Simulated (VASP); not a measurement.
Set up this calculation in VASP 6.6.1, as the native input.

| Item | Value |
| --- | --- |
| Task | relaxation of cell and atoms |
| Functional | PBEsol |
| Potentials or basis | VASP PAW PBE potentials, release 64 (Al) |
| Cutoff | 600 eV |
| k mesh | 24 × 24 × 24 |
| Occupations | fermi-dirac, width 0.05 eV |
| Spin | no spin polarisation |
| Target pressure | 4 GPa |
| Dipole correction | no |
| Further INCAR settings | ALGO = Normal; EDIFF = 1e-07; IBRION = 2; EDIFFG = -0.002; NSW = 100; ISIF = 3 |

The structure of Al lies in POSCAR:

```
Al
1.0
    0.0000000000      2.0072119613      2.0072119613
    2.0072119613      0.0000000000      2.0072119613
    2.0072119613      2.0072119613      0.0000000000
Al
1
Direct
    0.0000000000      0.0000000000      0.0000000000
```

These files were run (other wordings do the same):

INCAR

```
SYSTEM = Al
ALGO = Normal
EDIFF = 1E-7
EDIFFG = -0.002
ENCUT = 600
GGA = PS
IBRION = 2
ISIF = 3
ISMEAR = -1
LASPH = .True.
LCHARG = .False.
LREAL = .False.
LWAVE = .False.
NELM = 80
NSW = 100
PREC = Accurate
PSTRESS = 40.0
SIGMA = 0.05
```

KPOINTS

```
k-points
0
Gamma
  24 24 24
  0 0 0
```

Potentials or basis: VASP PAW PBE potentials, release 64 (Al).

Launch:

```console
$ cat potpaw_PBE.64/Al/POTCAR > POTCAR
$ mpirun -np 1 vasp_std > vasp.out
```

It gave:

```
Relaxed volume                                             : 15.48 Å³/atom
Relaxed cell                                               : a = 2.797 Å, b = 2.797 Å, c = 2.797 Å, α = 60.00°, β = 60.00°, γ = 60.00°
Space group after relaxing (to 0.1 Å)                      : Fm-3m (No. 225)
Energy change on relaxing (the run minimises the enthalpy) : +8.4 meV/atom
Ionic steps                                                : 3
Pressure after relaxing                                    : 4.0 GPa
Band gap on the k mesh                                     : zero (an odd number of electrons rules out a gap without spin polarisation)
```

Caveat: the cell is relaxed towards a set pressure, so the run minimises the enthalpy, not the energy; the PAW data sets were made with another functional, which shifts forces and pressure a little.

Run time: 37 s on 1 thread of Intel Xeon 8259CL, on a shared host, peak memory 0.17 GiB.
